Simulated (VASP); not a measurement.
Set up this calculation in VASP 6.6.1, as the native input.

| Quantity | Value |
| --- | --- |
| Task | single point |
| Functional | r2SCAN |
| Potentials or basis | VASP PAW PBE potentials, release 64 (Si) |
| Cutoff | 520 eV |
| k mesh | 10 × 10 × 10 |
| Occupations | gaussian, width 0.02 eV |
| Spin | no spin polarisation |
| Dipole correction | no |
| Further INCAR settings | ALGO = Normal; EDIFF = 1e-06; NBANDS = 11 |

Crystal: Si.

```
CELL_PARAMETERS angstrom
0.00000 2.80997 2.80997
2.80997 0.00000 2.80997
2.80997 2.80997 0.00000
ATOMIC_POSITIONS crystal
Si 0.75000 0.75000 0.75000
Si 0.50000 0.50000 0.50000
```

This cell differs from its parent crystal: volume scaled by 1.10.

The input as run:

POSCAR

```
Si
1.0
    0.0000000000      2.8099655647      2.8099655647
    2.8099655647      0.0000000000      2.8099655647
    2.8099655647      2.8099655647      0.0000000000
Si
2
Direct
    0.7500000000      0.7500000000      0.7500000000
    0.5000000000      0.5000000000      0.5000000000
```

INCAR.step1

```
ALGO = Normal
EDIFF = 1E-4
ENCUT = 520
GGA = PE
ISMEAR = 0
LASPH = T
LCHARG = F
LREAL = F
LWAVE = T
NBANDS = 11
NELM = 100
PREC = Accurate
SIGMA = 0.02
```

INCAR.step2

```
ALGO = Normal
EDIFF = 1E-6
ENCUT = 520
ISIF = 2
ISMEAR = 0
ISTART = 1
LASPH = T
LCHARG = T
LELF = T
LMIXTAU = T
LREAL = F
LVHAR = T
LWAVE = F
METAGGA = R2SCAN
NBANDS = 11
NELM = 100
PREC = Accurate
SIGMA = 0.02
```

KPOINTS

```
k-points
0
Gamma
  10 10 10
```

Potentials or basis: VASP PAW PBE potentials, release 64 (Si).

Command:

```bash
$ cat potpaw_PBE.64/Si/POTCAR > POTCAR
$ cp INCAR.step1 INCAR
$ mpirun -np 1 vasp_std > vasp.out
$ cp INCAR.step2 INCAR
$ mpirun -np 1 vasp_std > vasp.out
```

It gave:

| Quantity | Value |
| --- | --- |
| Pressure | -7.7 GPa |
| Band gap on the k mesh | 0.93 eV, indirect (least direct gap 2.67 eV) |

Caveat: the PAW data sets were made with another functional, which shifts forces and pressure a little.

Wall time 92 s on 1 thread of Intel(R) Xeon(R) Platinum 8259CL CPU @ 2.50GHz (Skylake/Cascade Lake), with other jobs on the host, peak memory 0.17 GiB.
